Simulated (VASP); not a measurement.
# MgS (Niningerite) (Fm-3m) in VASP: settings compared

MgS (Niningerite) is run at these levels: B3LYP, HF, PBEsol-based global hybrid; tasks: single point, relaxation of cell and atoms.

All numbers are computed with VASP 6.6.1; they aren't measurements. Logs are shortened: lines on timing, memory, paths and dates and some standing lists are left out, and cuts for length are marked.

### 1 The cell of the first run

It takes space group Fm-3m (No. 225, cubic). Conventional cell: a = 5.246 Å, b = 5.246 Å, c = 5.246 Å, α = 90.00°, β = 90.00°, γ = 90.00°. Within 3.5 Å of S (site symmetry m-3m) lie 6 Mg at 2.62 Å. Mg (site symmetry m-3m) has 6 S at 2.62 Å within 3.5 Å.

### 2 Single point, B3LYP

The input, POSCAR:

```
MgS
1.0
    0.0000000000      2.6229600295      2.6229600295
    2.6229600295      0.0000000000      2.6229600295
    2.6229600295      2.6229600295      0.0000000000
S Mg
1 1
Direct
    0.5000000000      0.5000000000      0.5000000000
    0.0000000000      0.0000000000      0.0000000000
```

The input, INCAR.step1:

```
  PREC = Accurate
  ENCUT = 520
  EDIFF = 1E-5
  ISMEAR = -1
  SIGMA = 0.05
  LREAL = F
  LASPH = T
  NELM = 60
  ALGO = Normal
  ISIF = 2
  LWAVE = T
  LCHARG = F
  GGA = PE
  NBANDS = 11
```

The input, INCAR.step2:

```
  PREC = Accurate
  ENCUT = 520
  EDIFF = 1E-6
  ISMEAR = -1
  SIGMA = 0.05
  LREAL = F
  LASPH = T
  NELM = 60
  ALGO = Normal
  ISIF = 2
  LWAVE = F
  LCHARG = F
  GGA = B3
  LHFCALC = T
  AEXX = 0.2
  AGGAX = 0.72
  AGGAC = 0.81
  ALDAC = 0.19
  PRECFOCK = Normal
  ISTART = 1
  NBANDS = 11
```

The input, KPOINTS:

```
regular mesh
0
Gamma
  5 5 5
```

Potentials or basis: VASP PAW PBE potentials, release 64 (S, Mg).

On the command line:

```console
$ cat potpaw_PBE.64/S/POTCAR potpaw_PBE.64/Mg/POTCAR > POTCAR
$ cp INCAR.step1 INCAR
$ mpirun -np 1 vasp_std > vasp.out
$ cp INCAR.step2 INCAR
$ mpirun -np 1 vasp_std > vasp.out
```

OUTCAR:

```text
PREC = Accurate
   ENCUT = 520
   EDIFF = 1E-6
   ISMEAR = -1
   LREAL = F
   LASPH = T
   NELM = 60
   ISIF = 2
   GGA = B3
   LHFCALC = T
   AEXX = 0.2
   PRECFOCK = Normal
   ISTART = 1

 ion  position               nearest neighbor table
   1  0.500  0.500  0.500-   2 2.62   2 2.62   2 2.62   2 2.62   2 2.62   2 2.62
   2  0.000  0.000  0.000-   1 2.62   1 2.62   1 2.62   1 2.62   1 2.62   1 2.62

  LATTYP: Found a face centered cubic cell.
 ALAT       =     5.2459200590

  Lattice vectors:

 A1 = (   0.0000000000,   2.6229600295,   2.6229600295)
 A2 = (   2.6229600295,   0.0000000000,   2.6229600295)
 A3 = (   2.6229600295,   2.6229600295,   0.0000000000)

Analysis of symmetry for initial positions (statically):
[... 33 lines left out ...]
                                     Primitive cell

  volume of cell :      36.0915

  direct lattice vectors                    reciprocal lattice vectors
     0.000000000  2.622960030  2.622960030    -0.190624331  0.190624331  0.190624331
     2.622960030  0.000000000  2.622960030     0.190624331 -0.190624331  0.190624331
     2.622960030  2.622960030  0.000000000     0.190624331  0.190624331 -0.190624331

  length of vectors
     3.709425647  3.709425647  3.709425647     0.330171026  0.330171026  0.330171026

  position of ions in fractional coordinates (direct lattice)
[... 8 lines left out ...]
----------------------------------------------------------------------------------------

 KPOINTS: regular mesh

Automatic generation of k-mesh.
 Grid dimensions read from file:
 generate k-points for:    5    5    5

 Generating k-lattice:

  Cartesian coordinates                     Fractional coordinates (reciprocal lattice)
    -0.038124866  0.038124866  0.038124866     0.200000000  0.000000000  0.000000000
     0.038124866 -0.038124866  0.038124866     0.000000000  0.200000000  0.000000000
     0.038124866  0.038124866 -0.038124866     0.000000000  0.000000000  0.200000000

  Length of vectors
     0.066034205  0.066034205  0.066034205

  Shift w.r.t. Gamma in fractional coordinates (k-lattice)
     0.000000000  0.000000000  0.000000000

 Subroutine IBZKPT returns following result:
 ===========================================

 Found     10 irreducible k-points:

 Following reciprocal coordinates:
            Coordinates               Weight
  0.000000  0.000000  0.000000      1.000000
  0.200000  0.000000  0.000000      8.000000
  0.400000  0.000000  0.000000      8.000000
[... 36 lines left out ...]
   NELECT =       8.0000    total number of electrons
   NUPDOWN=      -1.0000    fix difference up-down
   EMIN   =  10.00;   EMAX   =-10.00  energy-range for DOS
   EFERMI =   0.00;   METHOD = LEGACY
   ISMEAR =    -1;   SIGMA  =   0.05  broadening in eV -4-tet -1-fermi 0-gaus
   EFERMI_NEDOS =   21; number of points for ismear=-14 and -15
   IALGO  =     38    algorithm
   IMIX   =      1    mixing-type and parameters
     AMIX     =   0.40;   BMIX     =  1.00
     AMIX_MAG =   1.60;   BMIX_MAG =  1.00
  volume/ion in A,a.u.               =      18.05       121.78
  Fermi-wavevector in a.u.,A,eV,Ry     =   0.990763  1.872271 13.355635  0.981612
  Thomas-Fermi vector in A             =   2.122457
   LORBIT       =      0    0 simple, 1 ext, 2 COOP (PROOUT), +10 PAW based schemes
   GGA     = B3    functional components
   LHFCALC =     T    Hartree Fock is set to
   PRECFOCK=normal    Normal, Fast or Accurate (Low or Medium for compatibility)
   ENCUT4O =  -1.0   cutoff for four orbital integrals eV
   NKREDX  =     1    reduce k-point grid by
   NKREDY  =     1    reduce k-point grid by
   NKREDZ  =     1    reduce k-point grid by
   AEXX    =    0.2000 exact exchange contribution
   HFSCREEN=    0.0000 screening length (either q_TF or 0.3 A-1)
   HFSCREENC=   0.0000 screening length for correlation (either q_TF or 0.3 A-1)
   ENCUTFOCK=  -1.0 apply spherical cutoff to Coloumb kernel
   IVDW    =     0    specifies the selected vdW correction
   LEPSILON=     F    determine dielectric tensor
   LRPA    =     F    only Hartree local field effects (RPA)
 non-spin polarized calculation
  energy-cutoff  :      520.00
  volume of cell :       36.09
 maximum number of plane-waves:       990
  NGX = 24; NGY = 24; NGZ = 24

 number of electron       8.0000001 magnetization

 Free energy of the ion-electron system (eV)
  ---------------------------------------------------
  ext. energy  EPLUGINS =         0.00000000
  ---------------------------------------------------
  free energy    TOTEN  =        -9.22652758 eV

  energy without entropy =       -9.22652758  energy(sigma->0) =       -9.22652758

 E-fermi :   3.9214     XC(G=0):  -7.6207

 val. band max:        2.8557625495   @ k =   0.0000   0.0000   0.0000
 cond. band min:       7.4330979511   @ k =   0.4000   0.4000   0.0000
 fundamental gap:      4.5773354016
 Fermi energy:         3.9214242941

 k-point     1 :       0.0000    0.0000    0.0000
  band No.  band energies     occupation
      1     -10.6718      2.00000
      2       2.8558      2.00000
      3       2.8558      2.00000
      4       2.8558      2.00000
      5       7.9811      0.00000
      6      12.5416      0.00000
      7      12.5416      0.00000
      8      12.5416      0.00000
      9      14.9218      0.00000
     10      14.9218      0.00000
     11      17.4275      0.00000
[... 113 lines left out ...]
 k-point    10 :      -0.4000    0.4000    0.2000
  band No.  band energies     occupation
      1      -9.0699      2.00000
      2      -0.9491      2.00000
      3       0.1309      2.00000
      4       1.0833      2.00000
      5       9.4151      0.00000
      6      11.6060      0.00000
      7      12.0163      0.00000
      8      14.4169      0.00000
      9      17.4301      0.00000
     10      18.2783      0.00000
     11      21.0242      0.00000

------------------------ aborting loop because EDIFF is reached ----------------------------------------

  FORCE on cell =-STRESS in cart. coord.  units (eV):
  Direction    XX          YY          ZZ          XY          YZ          ZX
  --------------------------------------------------------------------------------------
  -------------------------------------------------------------------------------------
  Total       -0.0557343     -0.0557343     -0.0557343      0.0000000     -0.0000000     -0.0000000
  in kB       -2.4741639     -2.4741639     -2.4741639      0.0000000     -0.0000000     -0.0000000
  external PRESSURE =      -2.4741639 kB  Pullay stress =       0.0000000 kB

 VOLUME and BASIS-vectors are now :
 -----------------------------------------------------------------------------
  energy-cutoff  :      520.00
  volume of cell :       36.09
      direct lattice vectors                 reciprocal lattice vectors
     0.000000000  2.622960030  2.622960030    -0.190624331  0.190624331  0.190624331
     2.622960030  0.000000000  2.622960030     0.190624331 -0.190624331  0.190624331
     2.622960030  2.622960030  0.000000000     0.190624331  0.190624331 -0.190624331

 POSITION                                       TOTAL-FORCE (eV/Angst)
 -----------------------------------------------------------------------------------
      2.62296      2.62296      2.62296         0.000000      0.000000      0.000000
      0.00000      0.00000      0.00000         0.000000      0.000000      0.000000
 -----------------------------------------------------------------------------------
    total drift:                                0.000000     -0.000000     -0.000000

  FREE ENERGIE OF THE ION-ELECTRON SYSTEM (eV)
  ---------------------------------------------------
  free  energy   TOTEN  =        -9.2265275795 eV

  energy  without entropy=       -9.2265275795  energy(sigma->0) =       -9.22652758
```

OUTCAR.step1:

```text
PREC = Accurate
   ENCUT = 520
   EDIFF = 1E-5
   ISMEAR = -1
   LREAL = F
[... 344 lines left out ...]
      2.62296      2.62296      2.62296         0.000000      0.000000      0.000000
      0.00000      0.00000      0.00000        -0.000000     -0.000000     -0.000000
 -----------------------------------------------------------------------------------
    total drift:                                0.000000      0.000000      0.000000

  FREE ENERGIE OF THE ION-ELECTRON SYSTEM (eV)
  ---------------------------------------------------
  free  energy   TOTEN  =        -8.4911694688 eV

  energy  without entropy=       -8.4911694687  energy(sigma->0) =       -8.49116947
```

Wall time 13 min (1 thread of AMD EPYC 7R13 (Zen 3), shared host); peak memory 0.14 GiB.

Results:

| Item | Value |
| --- | --- |
| Free energy | -9.2265 eV |
| Pressure | -0.2 GPa |
| Band gap on the k mesh | 4.58 eV, indirect (least direct gap 5.13 eV) |

Levels at points of the mesh, in eV from the valence-band top:
```tsv
k point	band 2	band 3	band 4	band 5	band 6	band 7
(0.00, 0.00, 0.00)	0.00	0.00	0.00	5.13	9.69	9.69
```

Caveat: the PAW data sets were made with another functional, which shifts forces and pressure a little. A k mesh can miss the band edges.

### 3 Single point, HF

This run uses another cell than the first one, of 18.46 Å³/atom, 1.023 times its volume.

The input, POSCAR:

```
MgS
1.0
    0.0000000000      2.6426463442      2.6426463442
    2.6426463442      0.0000000000      2.6426463442
    2.6426463442      2.6426463442      0.0000000000
S Mg
1 1
Direct
    0.5000000000      0.5000000000      0.5000000000
    0.0000000000      0.0000000000      0.0000000000
```

The input, INCAR.step1:

```
ALGO = Normal
EDIFF = 1E-5
ENCUT = 520
GGA = PE
ISIF = 2
ISMEAR = -1
LASPH = True
LREAL = False
LWAVE = True
NBANDS = 11
NELM = 80
PREC = Accurate
SIGMA = 0.05
```

The input, INCAR.step2:

```
AEXX = 1.0
AGGAC = 0.0
ALDAC = 0.0
ALGO = Normal
EDIFF = 1E-7
ENCUT = 520
GGA = PE
ISIF = 2
ISMEAR = -1
ISTART = 1
LASPH = True
LCHARG = True
LELF = True
LHFCALC = True
LREAL = False
LVHAR = True
LWAVE = False
NBANDS = 11
NELM = 80
PREC = Accurate
PRECFOCK = Normal
SIGMA = 0.05
```

The input, KPOINTS:

```
k-points
0
Gamma
  5 5 5
```

Potentials or basis: VASP PAW PBE potentials, release 64 (S, Mg).

On the command line:

```console
$ cat potpaw_PBE.64/S/POTCAR potpaw_PBE.64/Mg/POTCAR > POTCAR
$ cp INCAR.step1 INCAR
$ mpirun -np 1 vasp_std > vasp.out
$ cp INCAR.step2 INCAR
$ mpirun -np 1 vasp_std > vasp.out
```

OUTCAR:

```text
AEXX = 1.0
   EDIFF = 1E-7
   ENCUT = 520
   GGA = PE
   ISIF = 2
   ISMEAR = -1
   ISTART = 1
   LASPH = True
   LHFCALC = True
   LREAL = False
   NELM = 80
   PREC = Accurate
   PRECFOCK = Normal

 ion  position               nearest neighbor table
   1  0.500  0.500  0.500-   2 2.64   2 2.64   2 2.64   2 2.64   2 2.64   2 2.64
   2  0.000  0.000  0.000-   1 2.64   1 2.64   1 2.64   1 2.64   1 2.64   1 2.64

  LATTYP: Found a face centered cubic cell.
 ALAT       =     5.2852926884

  Lattice vectors:

 A1 = (   0.0000000000,   2.6426463442,   2.6426463442)
[... 317 lines left out ...]

  FORCE on cell =-STRESS in cart. coord.  units (eV):
  Direction    XX          YY          ZZ          XY          YZ          ZX
  --------------------------------------------------------------------------------------
  -------------------------------------------------------------------------------------
  Total       -0.1065363     -0.1065363     -0.1065363      0.0000000      0.0000000     -0.0000000
  in kB       -4.6244623     -4.6244623     -4.6244623      0.0000000      0.0000000     -0.0000000
  external PRESSURE =      -4.6244623 kB  Pullay stress =       0.0000000 kB

 VOLUME and BASIS-vectors are now :
 -----------------------------------------------------------------------------
  energy-cutoff  :      520.00
  volume of cell :       36.91
      direct lattice vectors                 reciprocal lattice vectors
     0.000000000  2.642646344  2.642646344    -0.189204280  0.189204280  0.189204280
     2.642646344  0.000000000  2.642646344     0.189204280 -0.189204280  0.189204280
     2.642646344  2.642646344  0.000000000     0.189204280  0.189204280 -0.189204280

 POSITION                                       TOTAL-FORCE (eV/Angst)
 -----------------------------------------------------------------------------------
      2.64265      2.64265      2.64265        -0.000000     -0.000000      0.000000
      0.00000      0.00000      0.00000         0.000000      0.000000     -0.000000
 -----------------------------------------------------------------------------------
    total drift:                               -0.000000      0.000000      0.000000

  FREE ENERGIE OF THE ION-ELECTRON SYSTEM (eV)
  ---------------------------------------------------
  free  energy   TOTEN  =       -14.3290398550 eV

  energy  without entropy=      -14.3290398549  energy(sigma->0) =      -14.32903985
```

OUTCAR.step1:

```text
EDIFF = 1E-5
   ENCUT = 520
   GGA = PE
   ISIF = 2
   ISMEAR = -1
[... 343 lines left out ...]
 -----------------------------------------------------------------------------------
      2.64265      2.64265      2.64265         0.000000     -0.000000      0.000000
      0.00000      0.00000      0.00000        -0.000000      0.000000     -0.000000
 -----------------------------------------------------------------------------------
    total drift:                                0.000000      0.000000      0.000000

  FREE ENERGIE OF THE ION-ELECTRON SYSTEM (eV)
  ---------------------------------------------------
  free  energy   TOTEN  =        -8.4829167565 eV

  energy  without entropy=       -8.4829167564  energy(sigma->0) =       -8.48291676
```

It took 9.3 min on 1 thread of AMD EPYC 7R13 (Zen 3), shared host; peak memory 0.14 GiB.

Results:

```yaml
Free_energy: -14.3290 eV
Pressure: -0.5 GPa
Band_gap_on_the_k_mesh: 10.52 eV, indirect (least direct gap 11.24 eV)
```

Levels at points of the mesh, in eV from the valence-band top:
| k point | band 2 | band 3 | band 4 | band 5 | band 6 | band 7 |
| --- | --- | --- | --- | --- | --- | --- |
| (0.00, 0.00, 0.00) | 0.00 | 0.00 | 0.00 | 11.24 | 16.00 | 16.00 |

Caveat: the PAW data sets were made with another functional, which shifts forces and pressure a little. A k mesh can miss the band edges.

[end of part 1 of 2]
